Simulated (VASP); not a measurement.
The system is TiO2.

```
CELL_PARAMETERS angstrom
4.58900 0.00000 0.00000
0.00000 4.84900 0.00000
-0.70820 0.00000 4.68275
ATOMIC_POSITIONS crystal
Ti 0.30900 0.04500 0.21800
Ti 0.69100 0.54500 0.28200
Ti 0.69100 0.95500 0.78200
Ti 0.30900 0.45500 0.71800
O 0.05600 0.34700 0.28200
O 0.94400 0.84700 0.21800
O 0.94400 0.65300 0.71800
O 0.05600 0.15300 0.78200
O 0.42500 0.72700 0.46300
O 0.57500 0.22700 0.03700
O 0.57500 0.27300 0.53700
O 0.42500 0.77300 0.96300
```

* Program: VASP 6.6.1
* Task: relaxation of the atoms
* Functional: PBE
* Potentials or basis: VASP PAW PBE potentials, release 64 (Ti_sv, O)
* Cutoff: 520 eV
* k mesh: 4 × 4 × 4
* Occupations: fermi-dirac, width 0.02 eV
* Spin: no spin polarisation

At the start: pressure 34.7 GPa; volume 8.68 Å³/atom.

**Question.** Where does the relaxation end?

**Answer.** Over 18 steps the energy falls by 302.8 meV/atom at a fixed cell; space group P2_1/c (No. 14, to 0.1 Å) before and after.

The path:
| step | energy change (eV) | largest force (eV/Å) | pressure (GPa) |
| --- | --- | --- | --- |
| 1 | 0.0000 | 6.0025 | 34.66 |
| 2 | -0.4317 | 8.0965 | 45.10 |
| 3 | -2.6394 | 1.6324 | 32.62 |
| 4 | -3.3867 | 0.8658 | 31.08 |
| 5 | -3.4884 | 0.9984 | 31.23 |
| 6 | -3.5743 | 0.6457 | 31.80 |
| 7 | -3.5950 | 0.2625 | 31.38 |
| 8 | -3.6131 | 0.1641 | 30.54 |
| 9 | -3.6132 | 0.1706 | 30.46 |
| 10 | -3.6232 | 0.1212 | 29.96 |
| 11 | -3.6255 | 0.1173 | 29.59 |
| 12 | -3.6288 | 0.1043 | 29.17 |
| 13 | -3.6288 | 0.0817 | 29.22 |
| 14 | -3.6312 | 0.0601 | 29.15 |
| 15 | -3.6322 | 0.0830 | 29.05 |
| 16 | -3.6334 | 0.0420 | 28.80 |
| 17 | -3.6334 | 0.0380 | 28.82 |
| 18 | -3.6337 | 0.0160 | 28.78 |

Final structure:
```cif
data_structure
_symmetry_space_group_name_H-M 'P 1'
_symmetry_Int_Tables_number 1
_cell_length_a 4.5890
_cell_length_b 4.8490
_cell_length_c 4.7360
_cell_angle_alpha 90.000
_cell_angle_beta 98.600
_cell_angle_gamma 90.000
_cell_volume 104.20
loop_
_atom_site_label
_atom_site_type_symbol
_atom_site_fract_x
_atom_site_fract_y
_atom_site_fract_z
_atom_site_occupancy
Ti1 Ti 0.27910 0.04642 0.21074 1
Ti2 Ti 0.72090 0.54642 0.28926 1
Ti3 Ti 0.72090 0.95358 0.78926 1
Ti4 Ti 0.27910 0.45358 0.71074 1
O1 O 0.08618 0.37394 0.30245 1
O2 O 0.91382 0.87394 0.19755 1
O3 O 0.91382 0.62606 0.69755 1
O4 O 0.08618 0.12606 0.80245 1
O5 O 0.43318 0.76416 0.49022 1
O6 O 0.56682 0.26416 0.00978 1
O7 O 0.56682 0.23584 0.50978 1
O8 O 0.43318 0.73584 0.99022 1
```
